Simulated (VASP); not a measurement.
Set up this calculation in VASP 6.6.1, as the native input.

```
Task                   : single point
Functional             : r2SCAN
Potentials or basis    : VASP PAW PBE potentials, release 64 (K_sv, F)
Cutoff                 : 520 eV
k mesh                 : 8 × 8 × 8
Occupations            : gaussian, width 0.1 eV
Spin                   : no spin polarisation
Dipole correction      : no
Further INCAR settings : ALGO = Normal; EDIFF = 1e-07; NBANDS = 15
```

KF (Carobbiite):

```xyz
2
Lattice="0.0000 2.6719 2.6719 2.6719 0.0000 2.6719 2.6719 2.6719 0.0000" Properties=species:S:1:pos:R:3 pbc="T T T"
K     0.0000    0.0000    0.0000
F     2.6719    2.6719    2.6719
```

One way to write it, as run:

POSCAR

```
KF
1.0
    0.0000000000      2.6718500000      2.6718500000
    2.6718500000      0.0000000000      2.6718500000
    2.6718500000      2.6718500000      0.0000000000
K F
1 1
Direct
    0.0000000000      0.0000000000      0.0000000000
    0.5000000000      0.5000000000      0.5000000000
```

INCAR.step1

```
PREC = Accurate
ENCUT = 520
ISMEAR = 0
SIGMA = 0.1
LREAL = F
LASPH = T
NELM = 60
NBANDS = 15
GGA = PE
ALGO = Normal
EDIFF = 1E-4
LWAVE = T
LCHARG = F
```

INCAR.step2

```
PREC = Accurate
ENCUT = 520
EDIFF = 1E-7
ISMEAR = 0
SIGMA = 0.1
LREAL = F
LASPH = T
NELM = 60
ALGO = Normal
ISIF = 2
LWAVE = F
LCHARG = F
METAGGA = R2SCAN
LMIXTAU = T
NBANDS = 15
ISTART = 1
```

KPOINTS

```
regular mesh
0
Gamma
  8 8 8
```

Potentials or basis: VASP PAW PBE potentials, release 64 (K_sv, F).

Launch:

```sh
$ cat potpaw_PBE.64/K_sv/POTCAR potpaw_PBE.64/F/POTCAR > POTCAR
$ cp INCAR.step1 INCAR
$ mpirun -np 1 vasp_std > vasp.out
$ cp INCAR.step2 INCAR
$ mpirun -np 1 vasp_std > vasp.out
```

It gave:

- Pressure: -0.5 GPa
- Band gap on the k mesh: 6.83 eV, direct

Caveat: the PAW data sets were made with another functional, which shifts forces and pressure a little.

Run time: 59 s on 1 thread of Intel(R) Xeon(R) Platinum 8559C (Emerald Rapids), on a shared host, peak memory 0.17 GiB.
